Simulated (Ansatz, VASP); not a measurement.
## Cd: VASP beside Ansatz

```
Cd
1.0
     0.00000    2.15161    2.25142
     2.15161    0.00000    2.25142
     2.15161    2.15161    0.00000
Cd
1
Direct
  0.00000 0.00000 0.00000
```

Change from the starting cell: strain -0.030 along x and y, +0.015 along z, atoms carried along.

Alike in both runs: task single point; functional PBEsol; k mesh 18 × 18 × 18; occupations gaussian, width 0.15 eV; no spin polarisation.

|  | VASP | Ansatz |
| --- | --- | --- |
| version | VASP 6.6.1 | Ansatz 0.2.0 |
| potentials or method | VASP PAW PBE potentials, release 64 (Cd), cutoff 520 eV | scalar-relativistic, plane waves, PAW |
| valence electrons in the cell | 12 | 20 |

Ansatz gave:

```
gap on the k mesh at the Fermi level (eV)                     : none
pressure (GPa)                                                : 0.4
traceless stress, the component that is largest in VASP (GPa) : -1.46
```

Estimate VASP's values.

gap on the k mesh at the Fermi level (eV): none; pressure (GPa): 0.8; traceless stress, the component that is largest in VASP (GPa): -1.47.

VASP's potentials were made for PBE, not for PBEsol. A gap of «none» marks a metal or a gap that the smearing closes. VASP's potentials hold 12 valence electrons a cell and Ansatz's 20, so a difference there can come from the potentials and not from the codes.
